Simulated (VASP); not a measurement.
A run of VASP 6.6.1 is set up as follows.

INCAR

```
PREC = Accurate
ENCUT = 520
EDIFF = 1E-6
ISMEAR = 0
SIGMA = 0.05
LREAL = Auto
LASPH = True
NELM = 100
ALGO = Normal
ISIF = 2
LWAVE = False
LCHARG = False
LDIPOL = True
IDIPOL = 3
DIPOL = 0.5 0.5 0.347
NBANDS = 45
```

The input KPOINTS:

```
regular mesh
0
Gamma
  4 8 1
```

POSCAR

```
Si3H2C4
1.0
    6.1223116280      0.0000000000      0.0000000000
    0.0000000000      3.0611558140      0.0000000000
    0.0000000000      0.0000000000     19.9960979072
C Si H
8 6 4
Direct
    0.5000000000      0.5000000000      0.2326656844
    0.0000000000      0.5000000000      0.2326656844
    0.7500000000      0.0000000000      0.3409150060
    0.2500000000      0.0000000000      0.3409150060
   -0.0000010641      0.5000000000      0.4536874554
    0.5000024949      0.5000000000      0.4336338779
    0.3881811315      0.0000000000      0.5313750920
    0.6118329887      0.0000000000      0.5313750920
    0.2500000000      0.5000000000      0.2867903452
    0.7500000000      0.5000000000      0.2867903452
    0.4999999205      0.0000000000      0.3875961329
    0.0000015502      0.0000000000      0.3960785655
    0.7257892224      0.5000000000      0.4966459819
    0.2742109620      0.5000000000      0.4966480665
    0.5000000000      0.2236746754      0.1987605550
    0.5000000000      0.7763253246      0.1987605550
    0.0000000000      0.7759774367      0.1986431602
    0.0000000000      0.2240225633      0.1986431602
```

Potentials or basis: VASP PAW LDA potentials, release 64 (C, Si, H).

Command:

```bash
$ cat potpaw_LDA.64/C/POTCAR potpaw_LDA.64/Si/POTCAR potpaw_LDA.64/H/POTCAR > POTCAR
$ mpirun -np 1 vasp_std > vasp.out
```

Estimate the band gap on the k mesh.

0.29 eV (least direct gap 1.08 eV).

What does it give for the largest force?

1.857 eV/Å.

Forces on the atoms (eV/Å):
```
C    0.000  0.000  0.798
C    0.000  0.000  0.549
C    1.434  0.000 -1.179
C   -1.434  0.000 -1.179
C    0.000  0.000  0.018
C    0.000  0.000 -0.017
C   -0.077  0.000  1.321
C    0.077  0.000  1.321
Si  -0.554  0.000 -0.759
Si   0.554  0.000 -0.759
Si   0.000  0.000  0.004
Si   0.000  0.000 -0.005
Si   0.017  0.000  0.005
Si  -0.016  0.000  0.005
H    0.000 -0.034 -0.025
H    0.000  0.034 -0.025
H    0.000  0.037 -0.035
H    0.000 -0.037 -0.035
```
